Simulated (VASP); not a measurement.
Input of a VASP 6.6.1 run:

Contents of INCAR:

```
  PREC = Accurate
  ENCUT = 600
  EDIFF = 1E-6
  ISMEAR = -1
  SIGMA = 0.05
  LREAL = False
  LASPH = True
  NELM = 100
  ALGO = Normal
  ISIF = 3
  LWAVE = False
  LCHARG = False
  GGA = PS
  IBRION = 2
  NSW = 70
  EDIFFG = -0.005
```

KPOINTS

```
regular mesh
0
Gamma
  7 7 7
```

File POSCAR:

```
KZn
1.0
    0.0000000000      4.3563395476      4.3563395476
    4.3563395476      0.0000000000      4.3563395476
    4.3563395476      4.3563395476      0.0000000000
K Zn
2 2
Direct
    0.1250000000      0.1250000000      0.1250000000
   -0.1250000000     -0.1250000000     -0.1250000000
    0.3750000000      0.3750000000      0.3750000000
   -0.3750000000     -0.3750000000     -0.3750000000
```

Potentials or basis: VASP PAW PBE potentials, release 64 (K_sv, Zn).

Run with:

```sh
$ cat potpaw_PBE.64/K_sv/POTCAR potpaw_PBE.64/Zn/POTCAR > POTCAR
$ mpirun -np 1 vasp_std > vasp.out
```

(1) Estimate the relaxed cell.

(2) What does it give for the space group after relaxing (to 0.1 Å)?

Answers

(1) a = 5.515 Å, b = 5.515 Å, c = 5.515 Å, α = 60.00°, β = 60.00°, γ = 60.00°.

(2) Fd-3m (No. 227).
